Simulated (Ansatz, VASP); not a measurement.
## Sb: VASP beside Ansatz

```
Sb
1.0
     3.36900    0.00000    0.00000
    -1.68450    2.91764    0.00000
     0.00000    0.00000    5.33000
Sb
2
Direct
  0.33333 0.66667 0.25000
  0.66667 0.33333 0.75000
```

Alike in both runs: task single point; functional PBE; k mesh 12 × 12 × 7; occupations fermi-dirac, width 0.28 eV; no spin polarisation.

|  | VASP | Ansatz |
| --- | --- | --- |
| version | VASP 6.6.1 | Ansatz 0.2.0 |
| potentials or method | VASP PAW PBE potentials, release 64 (Sb), cutoff 520 eV | all-electron LAPW, scalar-relativistic |

|  | VASP | Ansatz | Ansatz less VASP |
| --- | --- | --- | --- |
| pressure (GPa) | 3.2 | 3.4 | +0.14 |
| traceless stress, the component that is largest in VASP (GPa) | -0.08 | -0.07 | +0.004 |

Ansatz ran all-electron here, and VASP with PAW potentials.

Neither program's run includes spin-orbit coupling.
